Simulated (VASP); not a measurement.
Input of a VASP 6.6.1 run:

The input INCAR:

```
SYSTEM = Zn2As
  PREC = Accurate
  ENCUT = 520
  EDIFF = 1E-6
  ISMEAR = 0
  SIGMA = 0.05
  LREAL = .False.
  LASPH = .True.
  NELM = 60
  ALGO = Normal
  ISIF = 2
  LWAVE = .False.
  LCHARG = .True.
  GGA = PE
  LELF = .True.
  LVHAR = .True.
  NBANDS = 22
```

File KPOINTS:

```
Automatic mesh
0
Gamma
  5 5 5
  0 0 0
```

POSCAR

```
Zn2As
1.0
    2.3509165600      1.3573023100      2.8968634200
   -2.3509165600      1.3573023100      2.8968634200
    0.0000000000     -2.7146046100      2.8968634200
Zn As
2 1
Direct
    0.8649630000      0.8595810000      0.8587330000
    0.1214310000      0.1448680000      0.1248240000
    0.4932990000      0.4998150000      0.4950210000
```

Potentials or basis: VASP PAW PBE potentials, release 64 (Zn, As).

Command:

```bash
$ cat potpaw_PBE.64/Zn/POTCAR potpaw_PBE.64/As/POTCAR > POTCAR
$ mpirun -np 1 vasp_std > vasp.out
```

(1) Predict the pressure.

(2) Predict the largest force.

Answers

(1) 1.2 GPa.

(2) 1.272 eV/Å.

Caveat: forces of over 1 eV/Å act on the atoms, so gaps and moduli don't describe the material at rest.
